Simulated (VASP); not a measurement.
Si18N24O (a cell with a defect), 43 atoms in the cell. The cell holds a defect, 43 atoms: a = 7.663 Å, b = 7.663 Å, c = 8.778 Å, α = 90.00°, β = 90.00°, γ = 120.00°. 

| Item | Value |
| --- | --- |
| Program | VASP 6.6.1 |
| Task | single point |
| Functional | PBE |
| Potentials or basis | VASP PAW PBE potentials, release 64 (Si, N, O) |
| Cutoff | 520 eV |
| k mesh | 1 × 1 × 1, shifted |
| Occupations | fermi-dirac, width 0.01 eV |
| Spin | no spin polarisation |
| Dipole correction | no |
| Charge | -2 |
| Further INCAR settings | LREAL = Auto; ALGO = Normal; EDIFF = 1e-06; NBANDS = 126; NELECT = 200.0 |

Potentials or basis: VASP PAW PBE potentials, release 64 (Si, N, O).

Run with:

```console
$ cat potpaw_PBE.64/Si/POTCAR potpaw_PBE.64/N/POTCAR potpaw_PBE.64/O/POTCAR > POTCAR
$ mpirun -np 1 vasp_std > vasp.out
```

Hardware: 1 thread of AMD EPYC 7R43 64-Core Processor (Zen 3), on a shared host.

Task: How long does it take, and how much memory?

Result: Run time: 21 min on 1 thread of AMD EPYC 7R43 64-Core Processor (Zen 3), with other jobs on the host, peak memory 0.6 GiB. Counts: scf iterations 17, k points 6.
